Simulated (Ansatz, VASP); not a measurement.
**H: VASP beside Ansatz**

```
CELL_PARAMETERS angstrom
1.67112 -2.76911 0.00000
1.67112 2.76911 0.00000
0.00000 0.00000 6.14426
ATOMIC_POSITIONS crystal
H 0.56781 0.43219 0.99951
H 0.43219 0.56781 0.00049
H 0.43219 0.56781 0.49951
H 0.56781 0.43219 0.50049
```

Alike in both runs: task single point; functional LDA; k mesh 10 × 10 × 4; occupations gaussian, width 0.05 eV; no spin polarisation.

```csv
,VASP,Ansatz
version,VASP 6.6.1,Ansatz 0.2.0
potentials or method,"VASP PAW LDA potentials, release 64 (H), cutoff 520 eV","scalar-relativistic, plane waves, PAW"
valence electrons in the cell,4,4
```

```csv
,VASP,Ansatz,Ansatz less VASP
gap on the k mesh at the Fermi level (eV),7.60,7.61,+0.006
least direct gap on the mesh (eV),7.61,7.62,+0.006
pressure (GPa),0.2,0.4,+0.15
"traceless stress, the component that is largest in VASP (GPa)",1.48,1.47,-0.009
rms of the force components (eV/Å),0.350,0.343,-0.0067
```

LDA's correlation is that of Perdew and Zunger in VASP and of Perdew and Wang (1992) in Ansatz. Atom by atom the forces differ by 0.007 eV/Å (rms over components).
